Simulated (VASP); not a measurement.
**CuO: single point with PBE**

CuO:

```
Cu O
1.0
     2.92682    0.00000    0.00000
     0.00000    2.92682    0.00000
     0.00000    0.00000    5.15104
Cu O
2 2
Direct
  0.00000 0.50000 0.00000
  0.50000 0.00000 0.50000
  0.00000 0.00000 0.25000
  0.00000 0.00000 0.75000
```

| Quantity | Value |
| --- | --- |
| Program | VASP 6.6.1 |
| Task | single point |
| Functional | PBE |
| Potentials or basis | VASP PAW PBE potentials, release 64 (Cu, O) |
| Cutoff | 520 eV |
| k mesh | 8 × 8 × 6 |
| Occupations | fermi-dirac, width 0.05 eV |
| Spin | no spin polarisation |
| Dipole correction | no |
| Further INCAR settings | ALGO = Normal; EDIFF = 1e-06; NBANDS = 25 |

- Pressure: 2.7 GPa
- Band gap on the k mesh: zero (band 17 reaches 5.62 eV, above the bottom of band 18 at 4.44 eV)

Stress tensor (GPa, compression positive):
```
2.59 0.00 0.00
0.00 2.59 0.00
0.00 0.00 3.05
```

Levels at points of the mesh, in eV from the Fermi level:
```csv
k point,band 14,band 15,band 16,band 17,band 18,band 19,band 20,band 21
"(0.00, 0.00, 0.00)",-2.41,-2.32,-1.95,0.66,0.66,1.42,6.12,7.29
"(0.50, 0.00, 0.00)",-1.92,-1.60,-1.52,0.21,0.46,3.68,5.89,6.49
"(0.50, 0.50, 0.00)",-2.38,-1.63,-1.22,-1.22,1.12,2.14,7.18,9.87
"(0.00, 0.00, 0.50)",-2.31,-1.57,-1.57,0.10,0.10,3.49,3.49,11.63
"(0.50, 0.00, 0.50)",-2.38,-2.05,-1.85,-0.17,0.67,4.31,5.89,8.30
"(0.50, 0.50, 0.50)",-1.94,-1.44,-1.44,-0.51,-0.51,4.00,4.00,10.53
```

It took 44 s on 1 thread of Intel(R) Xeon(R) Platinum 8559C (Emerald Rapids), on a shared host, peak memory 0.19 GiB.

Caveat: semilocal functionals often make such compounds metallic where correlation or magnetic order opens a gap, which also shifts bond lengths. With open d or f shells a metallic result of PBE can be an artefact of self-interaction; +U or a hybrid may open a gap.
